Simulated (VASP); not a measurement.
# AgCl (Pm-3m) in VASP: further runs

The runs below take AgCl through single point, with PBE.

All numbers are computed with VASP 6.6.1; they aren't measurements. Logs are shortened: lines on timing, memory, paths and dates and some standing lists are left out, and cuts for length are marked.

## (1) The cell of the first run

Symmetry: Pm-3m, No. 221, cubic system. The conventional cell has a = 3.376 Å, b = 3.376 Å, c = 3.376 Å, α = 90.00°, β = 90.00°, γ = 90.00°. Within 3.9 Å of Ag (site symmetry m-3m) lie 8 Cl at 2.92 Å and 6 Ag at 3.38 Å. Within 3.9 Å of Cl (site symmetry m-3m) lie 8 Ag at 2.92 Å and 6 Cl at 3.38 Å.

## (2) Single point, PBE (volume scaled by 0.95)

The input, INCAR:

```
SYSTEM = AgCl
PREC = Accurate ; ENCUT = 520
EDIFF = 1E-6 ; ISMEAR = -1
SIGMA = 0.01 ; LREAL = .False.
LASPH = .True. ; NELM = 100
ALGO = Normal ; ISIF = 2
LWAVE = .False. ; LCHARG = .False.
GGA = PE ; NBANDS = 16
```

The input, KPOINTS:

```
regular mesh
0
Gamma
  9 9 9
  0 0 0
```

The input, POSCAR:

```
AgCl
1.0
    3.3757588216      0.0000000000      0.0000000000
    0.0000000000      3.3757588216      0.0000000000
    0.0000000000      0.0000000000      3.3757588216
Ag Cl
1 1
Direct
    0.0000000000      0.0000000000      0.0000000000
    0.5000000000      0.5000000000      0.5000000000
```

Potentials or basis: VASP PAW PBE potentials, release 64 (Ag, Cl).

Command:

```console
$ cat potpaw_PBE.64/Ag/POTCAR potpaw_PBE.64/Cl/POTCAR > POTCAR
$ mpirun -np 1 vasp_std > vasp.out
```

OUTCAR:

```text
SYSTEM = AgCl
   PREC = Accurate
   ENCUT = 520
   EDIFF = 1E-6
   ISMEAR = -1
   LREAL = .False.
   LASPH = .True.
   NELM = 100
   ISIF = 2
   GGA = PE

 ion  position               nearest neighbor table
   1  0.000  0.000  0.000-   2 2.92   2 2.92   2 2.92   2 2.92   2 2.92   2 2.92   2 2.92   2 2.92

   2  0.500  0.500  0.500-   1 2.92   1 2.92   1 2.92   1 2.92   1 2.92   1 2.92   1 2.92   1 2.92

  LATTYP: Found a simple cubic cell.
 ALAT       =     3.3757588216

  Lattice vectors:

 A1 = (   3.3757588216,   0.0000000000,   0.0000000000)
 A2 = (   0.0000000000,   3.3757588216,   0.0000000000)
 A3 = (   0.0000000000,   0.0000000000,   3.3757588216)

Analysis of symmetry for initial positions (statically):
=====================================================================
 Subroutine PRICEL returns:
 Original cell was already a primitive cell.

 Routine SETGRP: Setting up the symmetry group for a
 simple cubic supercell.

 Subroutine GETGRP returns: Found 48 space group operations
[... 9 lines left out ...]

 Routine SETGRP: Setting up the symmetry group for a
 simple cubic supercell.

 Subroutine GETGRP returns: Found 48 space group operations
[... 11 lines left out ...]
                                     Primitive cell

  volume of cell :      38.4693

  direct lattice vectors                    reciprocal lattice vectors
     3.375758822  0.000000000  0.000000000     0.296229693  0.000000000  0.000000000
     0.000000000  3.375758822  0.000000000     0.000000000  0.296229693  0.000000000
     0.000000000  0.000000000  3.375758822     0.000000000  0.000000000  0.296229693

  length of vectors
     3.375758822  3.375758822  3.375758822     0.296229693  0.296229693  0.296229693

  position of ions in fractional coordinates (direct lattice)
     0.000000000  0.000000000  0.000000000
     0.500000000  0.500000000  0.500000000

  ion indices of the primitive-cell ions
   primitive index   ion index
                 1           1
                 2           2

----------------------------------------------------------------------------------------

 KPOINTS: regular mesh

Automatic generation of k-mesh.
 Grid dimensions read from file:
 generate k-points for:    9    9    9

 Generating k-lattice:

  Cartesian coordinates                     Fractional coordinates (reciprocal lattice)
     0.032914410  0.000000000  0.000000000     0.111111111  0.000000000  0.000000000
     0.000000000  0.032914410  0.000000000     0.000000000  0.111111111  0.000000000
     0.000000000  0.000000000  0.032914410     0.000000000  0.000000000  0.111111111

  Length of vectors
     0.032914410  0.032914410  0.032914410

  Shift w.r.t. Gamma in fractional coordinates (k-lattice)
     0.000000000  0.000000000  0.000000000

 Subroutine IBZKPT returns following result:
 ===========================================

 Found     35 irreducible k-points:

 Following reciprocal coordinates:
            Coordinates               Weight
  0.000000  0.000000  0.000000      1.000000
  0.111111  0.000000  0.000000      6.000000
  0.222222  0.000000  0.000000      6.000000
  0.333333  0.000000  0.000000      6.000000
  0.444444  0.000000  0.000000      6.000000
  0.111111  0.111111  0.000000     12.000000
[... 16 lines left out ...]
  0.333333  0.333333  0.111111     24.000000
  0.444444  0.333333  0.111111     48.000000
 [... further k-points ...]
   k-points           NKPTS =     35   k-points in BZ     NKDIM =     35   number of bands    NBANDS=     16
   number of dos      NEDOS =    301   number of ions     NIONS =      2
   total plane-waves  NPLWV =  21952
   dimension x,y,z NGX =    28 NGY =   28 NGZ =   28
   dimension x,y,z NGXF=    56 NGYF=   56 NGZF=   56
   ions per type =               1   1
   NGX,Y,Z   is equivalent  to a cutoff of  13.79, 13.79, 13.79 a.u.
   NGXF,Y,Z  is equivalent  to a cutoff of  27.58, 27.58, 27.58 a.u.
 SYSTEM =  AgCl
   PREC   = accura    normal or accurate (medium, high low for compatibility)
   ISTART =      0    job   : 0-new  1-cont  2-samecut
   ICHARG =      2    charge: 1-file 2-atom 10-const
   ISPIN  =      1    spin polarized calculation?
   LNONCOLLINEAR =      F non collinear calculations
   LSORBIT =      F    spin-orbit coupling
   LASPH  =      T    aspherical Exc in radial PAW
   ENCUT  =  520.0 eV  38.22 Ry    6.18 a.u.   6.28  6.28  6.28*2*pi/ulx,y,z
   NELM   =    100;   NELMIN=  2; NELMDL= -5     # of ELM steps
   EDIFF  = 0.1E-05   stopping-criterion for ELM
   LREAL  =      F    real-space projection
   EDIFFG = 0.1E-04   stopping-criterion for IOM
   NSW    =      0    number of steps for IOM
   IBRION =     -1    ionic relax: 0-MD 1-quasi-New 2-CG
   NFREE  =      0    steps in history (QN), initial steepest desc. (CG)
   ISIF   =      2    stress and relaxation
   ISYM   =      2    0-nonsym 1-usesym 2-fastsym
   POTIM  = 0.5000    time-step for ionic-motion
   TEBEG  =    0.0;   TEEND  =   0.0 temperature during run
   PSTRESS=    0.0 pullay stress
   NELECT =      18.0000    total number of electrons
   NUPDOWN=      -1.0000    fix difference up-down
   EMIN   =  10.00;   EMAX   =-10.00  energy-range for DOS
   EFERMI =   0.00;   METHOD = LEGACY
   ISMEAR =    -1;   SIGMA  =   0.01  broadening in eV -4-tet -1-fermi 0-gaus
   EFERMI_NEDOS =   21; number of points for ismear=-14 and -15
   IALGO  =     38    algorithm
   IMIX   =      4    mixing-type and parameters
     AMIX     =   0.40;   BMIX     =  1.00
     AMIX_MAG =   1.60;   BMIX_MAG =  1.00
  volume/ion in A,a.u.               =      19.23       129.80
  Fermi-wavevector in a.u.,A,eV,Ry     =   1.270947  2.401742 21.977591  1.615307
  Thomas-Fermi vector in A             =   2.403907
   LORBIT       =      0    0 simple, 1 ext, 2 COOP (PROOUT), +10 PAW based schemes
   GGA     = PE    functional components
   LHFCALC =     F    Hartree Fock is set to
   AEXX    =    0.0000 exact exchange contribution
   IVDW    =     0    specifies the selected vdW correction
   LEPSILON=     F    determine dielectric tensor
   LRPA    =     F    only Hartree local field effects (RPA)
 non-spin polarized calculation
  energy-cutoff  :      520.00
  volume of cell :       38.47
 maximum number of plane-waves:      1046
 NGX is ok and might be reduce to    28
   NGX = 13   NGY = 13   NGZ = 13

 number of electron      17.9999998 magnetization

 Free energy of the ion-electron system (eV)
  ---------------------------------------------------
  ext. energy  EPLUGINS =         0.00000000
  ---------------------------------------------------
  free energy    TOTEN  =        -5.10808849 eV

  energy without entropy =       -5.10808849  energy(sigma->0) =       -5.10808849

 E-fermi :   4.7137     XC(G=0): -10.6603

 val. band max:        4.5037063966   @ k =   0.4444   0.0000   0.0000
 cond. band min:       5.1319038302   @ k =   0.0000   0.0000   0.0000
 fundamental gap:      0.6281974336
 Fermi energy:         4.7137432149

 k-point     1 :       0.0000    0.0000    0.0000
  band No.  band energies     occupation
      1     -10.3584      2.00000
      2       1.6038      2.00000
      3       1.6038      2.00000
      4       2.6490      2.00000
      5       2.6490      2.00000
      6       2.6490      2.00000
[... 8 lines left out ...]
     15      18.5927      0.00000
     16      21.0565      0.00000

 k-point     2 :       0.1111    0.0000    0.0000
  band No.  band energies     occupation
      1     -10.3021      2.00000
      2       1.4270      2.00000
      3       1.6229      2.00000
      4       2.2758      2.00000
      5       2.2758      2.00000
      6       2.4843      2.00000
[... 8 lines left out ...]
     15      18.2045      0.00000
     16      20.9991      0.00000

 k-point     3 :       0.2222    0.0000    0.0000
  band No.  band energies     occupation
      1     -10.1530      2.00000
      2       0.5996      2.00000
      3       1.6718      2.00000
      4       1.8944      2.00000
      5       1.8944      2.00000
      6       2.4771      2.00000
[... 8 lines left out ...]
     15      18.2451      0.00000
     16      20.8557      0.00000

 k-point     4 :       0.3333    0.0000    0.0000
  band No.  band energies     occupation
      1      -9.9705      2.00000
      2      -0.2919      2.00000
      3       1.6211      2.00000
      4       1.6211      2.00000
      5       1.7284      2.00000
      6       2.6920      2.00000
[... 8 lines left out ...]
     15      19.7830      0.00000
     16      20.6960      0.00000

 k-point     5 :       0.4444    0.0000    0.0000
  band No.  band energies     occupation
      1      -9.8427      2.00000
      2      -0.8130      2.00000
      3       1.4787      2.00000
      4       1.4787      2.00000
      5       1.7660      2.00000
      6       2.7047      2.00000
[... 8 lines left out ...]
     15      20.5935      0.00000
     16      20.6687      0.00000

 k-point     6 :       0.1111    0.1111    0.0000
  band No.  band energies     occupation
      1     -10.2476      2.00000
      2       1.4169      2.00000
      3       1.4780      2.00000
      4       1.9351      2.00000
      5       2.1552      2.00000
      6       2.6113      2.00000
[... 8 lines left out ...]
     15      18.6894      0.00000
     16      20.3691      0.00000
[... 267 lines left out ...]
 k-point    21 :       0.3333    0.2222    0.1111
  band No.  band energies     occupation
      1      -9.7736      2.00000
      2       0.1392      2.00000
      3       1.0628      2.00000
      4       1.7530      2.00000
      5       2.0176      2.00000
      6       2.4307      2.00000
[... 8 lines left out ...]
     15      18.3072      0.00000
     16      21.3003      0.00000

 k-point    22 :       0.4444    0.2222    0.1111
  band No.  band energies     occupation
      1      -9.6669      2.00000
      2      -0.2636      2.00000
      3       1.0260      2.00000
      4       1.9013      2.00000
      5       2.0017      2.00000
      6       2.4838      2.00000
[... 8 lines left out ...]
     15      18.7401      0.00000
     16      22.1813      0.00000

 k-point    23 :       0.3333    0.3333    0.1111
  band No.  band energies     occupation
      1      -9.6397      2.00000
      2       0.2989      2.00000
      3       0.7536      2.00000
      4       1.7983      2.00000
      5       2.1165      2.00000
      6       2.4586      2.00000
[... 8 lines left out ...]
     15      18.4954      0.00000
     16      21.3849      0.00000

 k-point    24 :       0.4444    0.3333    0.1111
  band No.  band energies     occupation
      1      -9.5477      2.00000
      2       0.1437      2.00000
      3       0.7361      2.00000
      4       1.9778      2.00000
      5       2.1507      2.00000
      6       2.3710      2.00000
[... 8 lines left out ...]
     15      18.7371      0.00000
     16      20.8477      0.00000

 [... further k-points ...]

------------------------ aborting loop because EDIFF is reached ----------------------------------------

  FORCE on cell =-STRESS in cart. coord.  units (eV):
  Direction    XX          YY          ZZ          XY          YZ          ZX
  --------------------------------------------------------------------------------------
  -------------------------------------------------------------------------------------
  Total        0.5950289      0.5950289      0.5950289      0.0000000      0.0000000     -0.0000000
  in kB       24.7818910     24.7818910     24.7818910      0.0000000      0.0000000     -0.0000000
  external PRESSURE =      24.7818910 kB  Pullay stress =       0.0000000 kB

 VOLUME and BASIS-vectors are now :
 -----------------------------------------------------------------------------
  energy-cutoff  :      520.00
  volume of cell :       38.47
      direct lattice vectors                 reciprocal lattice vectors
     3.375758822  0.000000000  0.000000000     0.296229693  0.000000000  0.000000000
     0.000000000  3.375758822  0.000000000     0.000000000  0.296229693  0.000000000
     0.000000000  0.000000000  3.375758822     0.000000000  0.000000000  0.296229693

 POSITION                                       TOTAL-FORCE (eV/Angst)
 -----------------------------------------------------------------------------------
      0.00000      0.00000      0.00000         0.000000      0.000000      0.000000
      1.68788      1.68788      1.68788         0.000000      0.000000      0.000000
 -----------------------------------------------------------------------------------
    total drift:                               -0.000000      0.000000      0.000000

  FREE ENERGIE OF THE ION-ELECTRON SYSTEM (eV)
  ---------------------------------------------------
  free  energy   TOTEN  =        -5.1080884880 eV

  energy  without entropy=       -5.1080884880  energy(sigma->0) =       -5.10808849
```

Run time: 21 s. Hardware: 1 thread of Intel Xeon Platinum 8375C at 2.90GHz (Ice Lake), shared host; peak memory 0.16 GiB.

What came out:

```yaml
Free_energy: -5.1081 eV
Pressure: 2.5 GPa
Band_gap_on_the_k_mesh: 0.63 eV, indirect (least direct gap 2.26 eV)
```

## (3) Single point, PBE (volume scaled by 0.94)

The input, INCAR:

```
ALGO = Normal
EDIFF = 1E-6
ENCUT = 520
GGA = PE
ISIF = 2
ISMEAR = -1
LASPH = T
LCHARG = F
LREAL = F
LWAVE = F
NBANDS = 16
NELM = 80
PREC = Accurate
SIGMA = 0.01
```

The input, KPOINTS:

```
k-points
0
Gamma
  9 9 9
```

The input, POSCAR:

```
AgCl
1.0
    3.3638722485      0.0000000000      0.0000000000
    0.0000000000      3.3638722485      0.0000000000
    0.0000000000      0.0000000000      3.3638722485
Ag Cl
1 1
Direct
    0.0000000000      0.0000000000      0.0000000000
    0.5000000000      0.5000000000      0.5000000000
```

Potentials or basis: VASP PAW PBE potentials, release 64 (Ag, Cl).

Command:

```console
$ cat potpaw_PBE.64/Ag/POTCAR potpaw_PBE.64/Cl/POTCAR > POTCAR
$ mpirun -np 1 vasp_std > vasp.out
```

It took 19 s on 1 thread of Intel Xeon Platinum 8375C at 2.90GHz (Ice Lake), shared host; peak memory 0.16 GiB.

Results (log left out):

| Item | Value |
| --- | --- |
| Free energy | -5.1008 eV |
| Pressure | 3.1 GPa |
| Band gap on the k mesh | 0.63 eV, indirect (least direct gap 2.30 eV) |

Levels at points of the mesh, in eV from the valence-band top:
| k point | band 7 | band 8 | band 9 | band 10 | band 11 | band 12 |
| --- | --- | --- | --- | --- | --- | --- |
| (0.00, 0.00, 0.00) | -1.67 | -1.67 | -1.67 | 0.63 | 9.39 | 9.39 |

 A k mesh can miss the band edges.

## (4) Single point, PBE (volume scaled by 0.975)

The input, INCAR:

```
ALGO = Normal ; EDIFF = 1E-6
ENCUT = 520 ; GGA = PE
ISIF = 2 ; ISMEAR = -1
LASPH = T ; LCHARG = T
LELF = T ; LREAL = F
LVHAR = T ; LWAVE = F
NBANDS = 16 ; NELM = 100
PREC = Accurate ; SIGMA = 0.01
```

KPOINTS is that of step 3.

The input, POSCAR:

```
AgCl
1.0
    3.4051147197      0.0000000000      0.0000000000
    0.0000000000      3.4051147197      0.0000000000
    0.0000000000      0.0000000000      3.4051147197
Ag Cl
1 1
Direct
    0.0000000000      0.0000000000      0.0000000000
    0.5000000000      0.5000000000      0.5000000000
```

Command:

```console
$ cat potpaw_PBE.64/Ag/POTCAR potpaw_PBE.64/Cl/POTCAR > POTCAR
$ mpirun -np 1 vasp_std > vasp.out
```

Wall time 29 s (1 thread of Intel Xeon Platinum 8375C at 2.90GHz (Ice Lake), shared host); peak memory 0.17 GiB.

Results (log left out):

- Free energy: -5.1195 eV
- Pressure: 1.0 GPa
- Band gap on the k mesh: 0.62 eV, indirect (least direct gap 2.17 eV)

Levels at points of the mesh, in eV from the valence-band top:
```csv
k point,band 7,band 8,band 9,band 10,band 11,band 12
"(0.00, 0.00, 0.00)",-1.55,-1.55,-1.55,0.62,9.44,9.44
```

 A k mesh can miss the band edges.

## (5) Summary

| cell | gap on the mesh (eV) | pressure (GPa) |
| --- | --- | --- |
| a = 3.376 Å, 2 atoms | 0.63 | 2.5 |
| a = 3.364 Å, 2 atoms | 0.63 | 3.1 |
| a = 3.405 Å, 2 atoms | 0.62 | 1.0 |

Alike in all rows: task single point; level PBE; potentials or basis VASP PAW PBE potentials, release 64 (Ag, Cl); no spin polarisation; k mesh 9 × 9 × 9; cutoff (eV) 520; smearing fermi-dirac 0.01 eV.

Absolute energies hang on the potentials; compare differences alone.
